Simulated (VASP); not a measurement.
# SrMg3O4 (P4/mmm) in VASP: notebook

SrMg3O4 is run at these levels: PBEsol; tasks: single point, relaxation of cell and atoms.

Everything below comes from runs of VASP 6.6.1. Logs are shortened: lines on timing, memory, paths and dates and some standing lists are left out, and cuts for length are marked.

**1. The cell of the first run**

Symmetry: P4/mmm, No. 123, tetragonal system. Conventional cell: a = 3.259 Å, b = 3.259 Å, c = 8.875 Å, α = 90.00°, β = 90.00°, γ = 90.00°. Sr (site symmetry 4/mmm) has 6 O at 2.30 to 2.44 Å within 3.0 Å. Mg (site symmetry 4mm) has 6 O at 2.03 to 2.41 Å within 2.7 Å. Within 2.7 Å of Mg (site symmetry 4/mmm) lie 6 O at 2.00 to 2.30 Å. Within 2.7 Å of O (site symmetry 4mm) lie 5 Mg at 2.00 to 2.30 Å and 1 Sr at 2.44 Å. Within 3.0 Å of O (site symmetry 4/mmm) lie 4 Sr at 2.30 Å and 2 Mg at 2.41 Å. O (site symmetry 4/mmm) has 6 Mg at 2.03 to 2.30 Å within 2.7 Å.

**2. Single point, PBEsol**

Input file INCAR:

```
SYSTEM = SrMg3O4
ALGO = Normal
EDIFF = 1E-7
ENCUT = 520
GGA = PS
ISIF = 2
ISMEAR = 0
LASPH = .True.
LCHARG = .False.
LREAL = .False.
LWAVE = .False.
NBANDS = 30
NELM = 100
PREC = Accurate
SIGMA = 0.02
```

Input file KPOINTS:

```
k-points
0
Gamma
  8 8 4
  0 0 0
```

Input file POSCAR:

```
SrMg3O4
1.0
    3.2586270012      0.0000000000      0.0000000000
    0.0000000000      3.2586270012      0.0000000000
    0.0000000000      0.0000000000      8.8752272716
Sr Mg O
1 3 4
Direct
    0.0000000000      0.0000000000      0.0000000000
    0.5000000000      0.5000000000      0.7281965520
    0.0000000000      0.0000000000      0.5000000000
    0.5000000000      0.5000000000      0.2718034480
    0.0000000000      0.0000000000      0.2745718602
    0.5000000000      0.5000000000      0.0000000000
    0.0000000000      0.0000000000      0.7254281398
    0.5000000000      0.5000000000      0.5000000000
```

Potentials or basis: VASP PAW PBE potentials, release 64 (Sr_sv, Mg, O).

Run with:

```sh
> cat potpaw_PBE.64/Sr_sv/POTCAR potpaw_PBE.64/Mg/POTCAR potpaw_PBE.64/O/POTCAR > POTCAR
> mpirun -np 1 vasp_std > vasp.out
```

OUTCAR:

```text
SYSTEM = SrMg3O4
   EDIFF = 1E-7
   ENCUT = 520
   GGA = PS
   ISIF = 2
   ISMEAR = 0
   LASPH = .True.
   LREAL = .False.
   NELM = 100
   PREC = Accurate

 ion  position               nearest neighbor table
   1  0.000  0.000  0.000-   6 2.30   6 2.30   6 2.30   6 2.30   7 2.44   5 2.44   4 3.34   4 3.34
                             2 3.34   4 3.34   2 3.34   2 3.34   4 3.34   2 3.34
   2  0.500  0.500  0.728-   8 2.03   7 2.30   7 2.30   7 2.30   7 2.30   6 2.41   3 3.07   3 3.07
                             3 3.07   3 3.07   1 3.34   1 3.34   1 3.34   1 3.34
   3  0.000  0.000  0.500-   5 2.00   7 2.00   8 2.30   8 2.30   8 2.30   8 2.30   4 3.07   4 3.07
                             2 3.07   4 3.07   2 3.07   2 3.07   4 3.07   2 3.07
   4  0.500  0.500  0.272-   8 2.03   5 2.30   5 2.30   5 2.30   5 2.30   6 2.41   3 3.07   3 3.07
                             3 3.07   3 3.07   1 3.34   1 3.34   1 3.34   1 3.34
   5  0.000  0.000  0.275-   3 2.00   4 2.30   4 2.30   4 2.30   4 2.30   1 2.44
   6  0.500  0.500  0.000-   1 2.30   1 2.30   1 2.30   1 2.30   4 2.41   2 2.41
   7  0.000  0.000  0.725-   3 2.00   2 2.30   2 2.30   2 2.30   2 2.30   1 2.44
   8  0.500  0.500  0.500-   2 2.03   4 2.03   3 2.30   3 2.30   3 2.30   3 2.30

  LATTYP: Found a simple tetragonal cell.
 ALAT       =     3.2586270012
 C/A-ratio  =     2.7236094430

  Lattice vectors:

 A1 = (   3.2586270012,   0.0000000000,   0.0000000000)
 A2 = (   0.0000000000,   3.2586270012,   0.0000000000)
 A3 = (   0.0000000000,   0.0000000000,   8.8752272716)

Analysis of symmetry for initial positions (statically):
=====================================================================
 Subroutine PRICEL returns:
 Original cell was already a primitive cell.

 Routine SETGRP: Setting up the symmetry group for a
 simple tetragonal supercell.

 Subroutine GETGRP returns: Found 16 space group operations
 (whereof 16 operations were pure point group operations)
 out of a pool of 16 trial point group operations.

The static configuration has the point symmetry D_4h.

Analysis of symmetry for dynamics (positions and initial velocities):
=====================================================================
 Subroutine PRICEL returns:
 Original cell was already a primitive cell.

 Routine SETGRP: Setting up the symmetry group for a
 simple tetragonal supercell.

 Subroutine GETGRP returns: Found 16 space group operations
 (whereof 16 operations were pure point group operations)
 out of a pool of 16 trial point group operations.

The dynamic configuration has the point symmetry D_4h.

 Subroutine INISYM returns: Found 16 space group operations
 (whereof 16 operations are pure point group operations),
 and found     1 'primitive' translations

----------------------------------------------------------------------------------------

                                     Primitive cell

  volume of cell :      94.2429

  direct lattice vectors                    reciprocal lattice vectors
     3.258627001  0.000000000  0.000000000     0.306877712  0.000000000  0.000000000
     0.000000000  3.258627001  0.000000000     0.000000000  0.306877712  0.000000000
     0.000000000  0.000000000  8.875227272     0.000000000  0.000000000  0.112673171

  length of vectors
     3.258627001  3.258627001  8.875227272     0.306877712  0.306877712  0.112673171

  position of ions in fractional coordinates (direct lattice)
     0.000000000  0.000000000  0.000000000
     0.500000000  0.500000000  0.728196552
     0.000000000  0.000000000  0.500000000
     0.500000000  0.500000000  0.271803448
     0.000000000  0.000000000  0.274571860
     0.500000000  0.500000000  0.000000000
     0.000000000  0.000000000  0.725428140
     0.500000000  0.500000000  0.500000000

  ion indices of the primitive-cell ions
   primitive index   ion index
                 1           1
                 2           2
                 3           3
                 4           4
                 5           5
                 6           6
                 7           7
                 8           8

----------------------------------------------------------------------------------------

 KPOINTS: k-points

Automatic generation of k-mesh.
 Grid dimensions read from file:
 generate k-points for:    8    8    4

 Generating k-lattice:

  Cartesian coordinates                     Fractional coordinates (reciprocal lattice)
     0.038359714  0.000000000  0.000000000     0.125000000  0.000000000  0.000000000
     0.000000000  0.038359714  0.000000000     0.000000000  0.125000000  0.000000000
     0.000000000  0.000000000  0.028168293     0.000000000  0.000000000  0.250000000

  Length of vectors
     0.038359714  0.038359714  0.028168293

  Shift w.r.t. Gamma in fractional coordinates (k-lattice)
     0.000000000  0.000000000  0.000000000

 Subroutine IBZKPT returns following result:
 ===========================================

 Found     45 irreducible k-points:

 Following reciprocal coordinates:
            Coordinates               Weight
  0.000000  0.000000  0.000000      1.000000
  0.125000  0.000000  0.000000      4.000000
  0.250000  0.000000  0.000000      4.000000
  0.375000  0.000000  0.000000      4.000000
  0.500000  0.000000  0.000000      2.000000
  0.125000  0.125000  0.000000      4.000000
[... 16 lines left out ...]
  0.375000  0.125000  0.250000     16.000000
  0.500000  0.125000  0.250000      8.000000
 [... further k-points ...]
   k-points           NKPTS =     45   k-points in BZ     NKDIM =     45   number of bands    NBANDS=     30
   number of dos      NEDOS =    301   number of ions     NIONS =      8
   total plane-waves  NPLWV =  40320
   dimension x,y,z NGX =    24 NGY =   24 NGZ =   70
   dimension x,y,z NGXF=    48 NGYF=   48 NGZF=  140
   ions per type =               1   3   4
   NGX,Y,Z   is equivalent  to a cutoff of  12.24, 12.24, 13.11 a.u.
   NGXF,Y,Z  is equivalent  to a cutoff of  24.49, 24.49, 26.22 a.u.
 SYSTEM =  SrMg3O4
   PREC   = accura    normal or accurate (medium, high low for compatibility)
   ISTART =      0    job   : 0-new  1-cont  2-samecut
   ICHARG =      2    charge: 1-file 2-atom 10-const
   ISPIN  =      1    spin polarized calculation?
   LNONCOLLINEAR =      F non collinear calculations
   LSORBIT =      F    spin-orbit coupling
   LASPH  =      T    aspherical Exc in radial PAW
   ENCUT  =  520.0 eV  38.22 Ry    6.18 a.u.   6.06  6.06 16.50*2*pi/ulx,y,z
   NELM   =    100;   NELMIN=  2; NELMDL= -5     # of ELM steps
   EDIFF  = 0.1E-06   stopping-criterion for ELM
   LREAL  =      F    real-space projection
   EDIFFG = 0.1E-05   stopping-criterion for IOM
   NSW    =      0    number of steps for IOM
   IBRION =     -1    ionic relax: 0-MD 1-quasi-New 2-CG
   NFREE  =      0    steps in history (QN), initial steepest desc. (CG)
   ISIF   =      2    stress and relaxation
   ISYM   =      2    0-nonsym 1-usesym 2-fastsym
   POTIM  = 0.5000    time-step for ionic-motion
   TEBEG  =    0.0;   TEEND  =   0.0 temperature during run
   PSTRESS=    0.0 pullay stress
   NELECT =      40.0000    total number of electrons
   NUPDOWN=      -1.0000    fix difference up-down
   EMIN   =  10.00;   EMAX   =-10.00  energy-range for DOS
   EFERMI =   0.00;   METHOD = LEGACY
   ISMEAR =     0;   SIGMA  =   0.02  broadening in eV -4-tet -1-fermi 0-gaus
   EFERMI_NEDOS =   21; number of points for ismear=-14 and -15
   IALGO  =     38    algorithm
   IMIX   =      4    mixing-type and parameters
     AMIX     =   0.40;   BMIX     =  1.00
     AMIX_MAG =   1.60;   BMIX_MAG =  1.00
  volume/ion in A,a.u.               =      11.78        79.50
  Fermi-wavevector in a.u.,A,eV,Ry     =   1.230302  2.324935 20.594379  1.513644
  Thomas-Fermi vector in A             =   2.365156
   LORBIT       =      0    0 simple, 1 ext, 2 COOP (PROOUT), +10 PAW based schemes
   GGA     = PS    functional components
   LHFCALC =     F    Hartree Fock is set to
   AEXX    =    0.0000 exact exchange contribution
   IVDW    =     0    specifies the selected vdW correction
   LEPSILON=     F    determine dielectric tensor
   LRPA    =     F    only Hartree local field effects (RPA)
 non-spin polarized calculation
 Gauss-broadening in eV      SIGMA  =   0.02
  energy-cutoff  :      520.00
  volume of cell :       94.24
 maximum number of plane-waves:      2568
   NGX = 13   NGY = 13   NGZ = 33

 number of electron      39.9999979 magnetization

 Free energy of the ion-electron system (eV)
  ---------------------------------------------------
  ext. energy  EPLUGINS =         0.00000000
  ---------------------------------------------------
  free energy    TOTEN  =       -48.12658127 eV

  energy without entropy =      -48.12658127  energy(sigma->0) =      -48.12658127

 E-fermi :   3.1114     XC(G=0): -10.7177

 val. band max:        2.9874994755   @ k =   0.5000   0.5000   0.0000
 cond. band min:       5.1540044370   @ k =   0.0000   0.0000   0.0000
 fundamental gap:      2.1665049615
 Fermi energy:         3.1113578252

 k-point     1 :       0.0000    0.0000    0.0000
  band No.  band energies     occupation
      1     -28.6872      2.00000
      2     -14.3334      2.00000
      3     -14.1443      2.00000
      4     -13.3302      2.00000
      5     -12.9917      2.00000
      6     -10.6985      2.00000
[... 22 lines left out ...]
     29      12.4165      0.00000
     30      13.0494      0.00000

 k-point     2 :       0.1250    0.0000    0.0000
  band No.  band energies     occupation
      1     -28.6586      2.00000
      2     -14.2655      2.00000
      3     -14.1011      2.00000
      4     -13.4105      2.00000
      5     -13.2969      2.00000
      6     -10.6666      2.00000
[... 22 lines left out ...]
     29      12.8149      0.00000
     30      13.3182      0.00000

 k-point     3 :       0.2500    0.0000    0.0000
  band No.  band energies     occupation
      1     -28.5882      2.00000
      2     -14.1465      2.00000
      3     -14.0309      2.00000
      4     -13.9937      2.00000
      5     -13.3339      2.00000
      6     -10.5880      2.00000
[... 682 lines left out ...]
     29      13.5835      0.00000
     30      13.7227      0.00000

 k-point    24 :       0.5000    0.1250    0.2500
  band No.  band energies     occupation
      1     -28.4626      2.00000
      2     -14.7367      2.00000
      3     -13.8301      2.00000
      4     -13.5508      2.00000
      5     -13.5152      2.00000
      6     -10.4592      2.00000
[... 22 lines left out ...]
     29      13.6675      0.00000
     30      13.8912      0.00000

 [... further k-points ...]
[... 5 lines left out ...]
  --------------------------------------------------------------------------------------
  -------------------------------------------------------------------------------------
  Total        0.1910512      0.1910512      0.0002327      0.0000000      0.0000000     -0.0000000
  in kB        3.2479669      3.2479669      0.0039563      0.0000000      0.0000000     -0.0000000
  external PRESSURE =       2.1666301 kB  Pullay stress =       0.0000000 kB

 VOLUME and BASIS-vectors are now :
 -----------------------------------------------------------------------------
  energy-cutoff  :      520.00
  volume of cell :       94.24
      direct lattice vectors                 reciprocal lattice vectors
     3.258627001  0.000000000  0.000000000     0.306877712  0.000000000  0.000000000
     0.000000000  3.258627001  0.000000000     0.000000000  0.306877712  0.000000000
     0.000000000  0.000000000  8.875227272     0.000000000  0.000000000  0.112673171

 POSITION                                       TOTAL-FORCE (eV/Angst)
 -----------------------------------------------------------------------------------
      0.00000      0.00000      0.00000         0.000000      0.000000      0.000000
      1.62931      1.62931      6.46291         0.000000     -0.000000     -0.018036
      0.00000      0.00000      4.43761         0.000000      0.000000      0.000000
      1.62931      1.62931      2.41232        -0.000000     -0.000000      0.018036
      0.00000      0.00000      2.43689         0.000000      0.000000      0.038284
      1.62931      1.62931      0.00000         0.000000      0.000000      0.000000
      0.00000      0.00000      6.43834        -0.000000      0.000000     -0.038284
      1.62931      1.62931      4.43761         0.000000      0.000000      0.000000
 -----------------------------------------------------------------------------------
    total drift:                                0.000000     -0.000000     -0.000000

  FREE ENERGIE OF THE ION-ELECTRON SYSTEM (eV)
  ---------------------------------------------------
  free  energy   TOTEN  =       -48.1265812688 eV

  energy  without entropy=      -48.1265812688  energy(sigma->0) =      -48.12658127
```

Run time: 83 s. Hardware: 1 thread of Intel Xeon Platinum 8488C (Sapphire Rapids), shared host; peak memory 0.26 GiB.

Results:

- Free energy: -48.1266 eV
- Pressure: 0.2 GPa
- Largest force: 0.038 eV/Å
- Band gap on the k mesh: 2.17 eV, indirect (least direct gap 2.44 eV)

Forces on the atoms (eV/Å):
```
Sr   0.000  0.000  0.000
Mg   0.000  0.000 -0.018
Mg   0.000  0.000  0.000
Mg   0.000  0.000  0.018
O    0.000  0.000  0.038
O    0.000  0.000  0.000
O    0.000  0.000 -0.038
O    0.000  0.000  0.000
```

Caveat: the PAW data sets were made with another functional, which shifts forces and pressure a little. A k mesh can miss the band edges.

[end of part 1 of 2]
